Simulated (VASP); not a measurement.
A run of VASP 6.6.1:

File POSCAR:

```
Si
1.0
    0.0000000000      2.7154400000      2.7154400000
    2.7154400000      0.0000000000      2.7154400000
    2.7154400000      2.7154400000      0.0000000000
Si
2
Direct
    0.7500000000      0.7500000000      0.7500000000
    0.5000000000      0.5000000000      0.5000000000
```

File INCAR.step1:

```
SYSTEM = Si
ALGO = Normal
EDIFF = 1E-4
ENCUT = 520
GGA = PE
ISMEAR = -1
LASPH = .True.
LCHARG = .False.
LREAL = .False.
LWAVE = .True.
NBANDS = 11
NELM = 80
PREC = Accurate
SIGMA = 0.1
```

The input INCAR.step2:

```
SYSTEM = Si
ALGO = Normal
EDIFF = 1E-6
ENCUT = 520
ISIF = 2
ISMEAR = -1
ISTART = 1
LASPH = .True.
LCHARG = .True.
LELF = .True.
LMIXTAU = .True.
LREAL = .False.
LVHAR = .True.
LWAVE = .False.
METAGGA = R2SCAN
NBANDS = 11
NELM = 80
PREC = Accurate
SIGMA = 0.1
```

KPOINTS

```
k-points
0
Gamma
  10 10 10
  0 0 0
```

Potentials or basis: VASP PAW PBE potentials, release 64 (Si).

Command:

```sh
$ cat potpaw_PBE.64/Si/POTCAR > POTCAR
$ cp INCAR.step1 INCAR
$ mpirun -np 1 vasp_std > vasp.out
$ cp INCAR.step2 INCAR
$ mpirun -np 1 vasp_std > vasp.out
```

Hardware: 1 thread of Intel(R) Xeon(R) Platinum 8488C (Sapphire Rapids), on a shared host.

Question: How long does it take, and how much memory?

Answer: Run time: 46 s on 1 thread of Intel(R) Xeon(R) Platinum 8488C (Sapphire Rapids), on a shared host, peak memory 0.16 GiB. Counts: k points 47.
